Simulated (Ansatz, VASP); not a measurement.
**Two plane-wave programs on VH**

File POSCAR:

```
VH
1.0
    0.0000000000      2.0938294958      2.0938294958
    2.0938294958      0.0000000000      2.0938294958
    2.0938294958      2.0938294958      0.0000000000
V H
1 1
Direct
    0.0000000000      0.0000000000      0.0000000000
    0.2500000000      0.2500000000      0.2500000000
```

File INCAR.step1:

```
ALGO = Normal ; EDIFF = 1E-4
ENCUT = 600 ; GGA = PE
ISMEAR = 0 ; ISPIN = 2
LASPH = True ; LCHARG = False
LMAXMIX = 4 ; LREAL = False
LWAVE = True ; MAGMOM = 0.48 0
NELM = 150 ; PREC = Accurate
SIGMA = 0.1
```

INCAR.step2

```
ALGO = Normal ; EDIFF = 1E-6
EDIFFG = -0.0325 ; ENCUT = 600
IBRION = 2 ; ISIF = 3
ISMEAR = 0 ; ISPIN = 2
ISTART = 1 ; LASPH = True
LCHARG = False ; LMAXMIX = 4
LMIXTAU = True ; LORBIT = 11
LREAL = False ; LWAVE = False
MAGMOM = 0.48 0 ; METAGGA = R2SCAN
NELM = 150 ; NSW = 90
PREC = Accurate ; SIGMA = 0.1
```

Contents of KPOINTS:

```
k-points
0
Gamma
  8 8 8
```

Input for Ansatz:

```yaml
crystal:
  lattice:
    - [0.0, 2.0938294958, 2.0938294958]
    - [2.0938294958, 0.0, 2.0938294958]
    - [2.0938294958, 2.0938294958, 0.0]
  atoms:
    - { symbol: V, position: [0.0, 0.0, 0.0], spin: 0.48 }
    - { symbol: H, position: [0.25, 0.25, 0.25] }
basis:
  ecutwfc: 500
kpoints:
  mp_grid: { grid: [8, 8, 8] }
hamiltonian:
  xc: r2scan
scf:
  occupations: { method: gaussian, width: 0.1 }
output:
  forces: true
  stress: true
  eigenvalues: true
  populations: true
magnetization:
  spin_polarized: true
relax:
  adjacent_minimum: "off"
  f_tol: 0.0325
  max_steps: 70
  cell: { stress_tol: 0.24 }
```

Alike in both runs: task relaxation of cell and atoms; functional r2SCAN; k mesh 8 × 8 × 8; occupations gaussian, width 0.1 eV; collinear spin.

```csv
,VASP,Ansatz
version,VASP 6.6.1,Ansatz 0.2.0
potentials or method,"VASP PAW PBE potentials, release 64 (V_sv, H), cutoff 600 eV","scalar-relativistic, plane waves, PAW"
valence electrons in the cell,14,14
```

```csv
,VASP,Ansatz,Ansatz less VASP
"gap on the k mesh at the Fermi level, each at its own relaxed structure (eV)",none,none,-
net moment per atom (μB),0.00,0.13,+0.124
size of the moment on the site where the two differ most (μB),0.00,0.17,+0.171
relaxed volume (Å³/atom),8.28,8.28,-0.005
relaxed length of the cell vector where the two differ most in proportion (Å),2.861,2.861,-0.0005
```

The net moments are unlike, so the other rows may belong to different states. VASP's potentials were made for PBE, not for r2SCAN. Site moments also hang on the region over which each program counts them. A gap of «none» marks a metal or a gap that the smearing closes.
